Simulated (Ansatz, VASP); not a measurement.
**Two plane-wave programs on Mg**

```
Mg
1.0
    -1.92853    1.92853    1.92853
     1.92853   -1.92853    1.92853
     1.92853    1.92853   -1.92853
Mg
1
Direct
  0.00000 0.00000 0.00000
```

Alike in both runs: task single point; functional PBE; k mesh 16 × 16 × 16; occupations gaussian, width 0.1 eV; no spin polarisation.

|  | VASP | Ansatz |
| --- | --- | --- |
| version | VASP 6.6.1 | Ansatz 0.2.0 |
| potentials or method | VASP PAW PBE potentials, release 64 (Mg), cutoff 600 eV | scalar-relativistic, plane waves, PAW |
| valence electrons in the cell | 2 | 10 |

Ansatz gave:

* gap on the k mesh at the Fermi level (eV): none
* pressure (GPa): -4.9

Problem. Which values does VASP return?

Solution. gap on the k mesh at the Fermi level (eV): none; pressure (GPa): -5.0.

A gap of «none» marks a metal or a gap that the smearing closes. With one functional, cell and mesh, what is left measures potentials, basis and numerics. VASP's potentials hold 2 valence electrons a cell and Ansatz's 10, so a difference there can come from the potentials and not from the codes.
